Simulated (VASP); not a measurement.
Set up this calculation in VASP 6.6.1, as the native input.

```yaml
Task: density of states
Functional: LDA
Potentials_or_basis: VASP PAW LDA potentials, release 64 (Mg, Zn, O)
Cutoff: 520 eV
k_mesh: 9 × 9 × 4
Occupations: gaussian, width 0.05 eV
Spin: no spin polarisation
Dipole_correction: no
k_mesh_for_the_DOS: 14 × 14 × 6
Occupations_for_the_DOS: tetrahedron
Further_INCAR_settings: ALGO = Normal; EDIFF = 1e-06; NBANDS = 26
```

The system is Mg2ZnO3.

```
Mg Zn O
1.0
     3.03300    0.00000    0.00000
    -1.51650    2.62665    0.00000
     0.00000    0.00000    7.40332
Mg Zn O
2 1 3
Direct
  0.33333 0.66667 0.66580
  0.66667 0.33333 0.33420
  0.00000 0.00000 0.00000
  0.33333 0.66667 0.17262
  0.66667 0.33333 0.82738
  0.00000 0.00000 0.50000
```

One way to write it, as run:

POSCAR

```
Mg2ZnO3
1.0
    3.0329985910      0.0000000000      0.0000000000
   -1.5164992955      2.6266538294      0.0000000000
    0.0000000000      0.0000000000      7.4033160000
Mg Zn O
2 1 3
Direct
    0.3333333300      0.6666666700      0.6658000000
    0.6666666700      0.3333333300      0.3342000000
    0.0000000000      0.0000000000      0.0000000000
    0.3333333300      0.6666666700      0.1726190000
    0.6666666700      0.3333333300      0.8273810000
    0.0000000000      0.0000000000      0.5000000000
```

INCAR.step1

```
SYSTEM = Mg2ZnO3
ALGO     = Normal         ! electronic algorithm
EDIFF    = 1E-6           ! SCF threshold, eV
ENCUT    = 520            ! plane-wave cutoff, eV
ISIF     = 2              ! what is computed and relaxed
ISMEAR   = 0              ! smearing method
LASPH    = .TRUE.         ! aspherical terms in the spheres
LCHARG   = .TRUE.         ! write CHGCAR
LREAL    = .FALSE.        ! projectors in reciprocal space
LWAVE    = .FALSE.        ! write WAVECAR
NBANDS   = 26             ! bands
NELM     = 100            ! most SCF steps
PREC     = Accurate       ! precision mode
SIGMA    = 0.05           ! smearing width, eV
```

KPOINTS.step1

```
k-points
0
G
  9 9 4
  0 0 0
```

INCAR.step2

```
SYSTEM = Mg2ZnO3
ALGO     = Normal         ! electronic algorithm
EDIFF    = 1E-6           ! SCF threshold, eV
ENCUT    = 520            ! plane-wave cutoff, eV
ICHARG   = 11             ! starting density
ISIF     = 2              ! what is computed and relaxed
ISMEAR   = -5             ! smearing method
LASPH    = .TRUE.         ! aspherical terms in the spheres
LCHARG   = .FALSE.        ! write CHGCAR
LORBIT   = 11             ! projections on sites
LREAL    = .FALSE.        ! projectors in reciprocal space
LWAVE    = .FALSE.        ! write WAVECAR
NBANDS   = 26             ! bands
NEDOS    = 2001           ! points of the DOS
NELM     = 100            ! most SCF steps
PREC     = Accurate       ! precision mode
SIGMA    = 0.05           ! smearing width, eV
```

KPOINTS.step2

```
k-points
0
G
  14 14 6
  0 0 0
```

Potentials or basis: VASP PAW LDA potentials, release 64 (Mg, Zn, O).

Command:

```bash
$ cat potpaw_LDA.64/Mg/POTCAR potpaw_LDA.64/Zn/POTCAR potpaw_LDA.64/O/POTCAR > POTCAR
$ cp INCAR.step1 INCAR
$ cp KPOINTS.step1 KPOINTS
$ mpirun -np 1 vasp_std > vasp.out
$ cp INCAR.step2 INCAR
$ cp KPOINTS.step2 KPOINTS
$ mpirun -np 1 vasp_std > vasp.out
```

It gave:

```yaml
Valence_electrons_inside_the_program's_atomic_spheres: Mg 0.39; Zn 10.71; O 5.00, 5.04
```

It took 53 s on 1 thread of Intel(R) Xeon(R) 6975P-C (Granite Rapids), with other jobs on the host, peak memory 0.29 GiB.
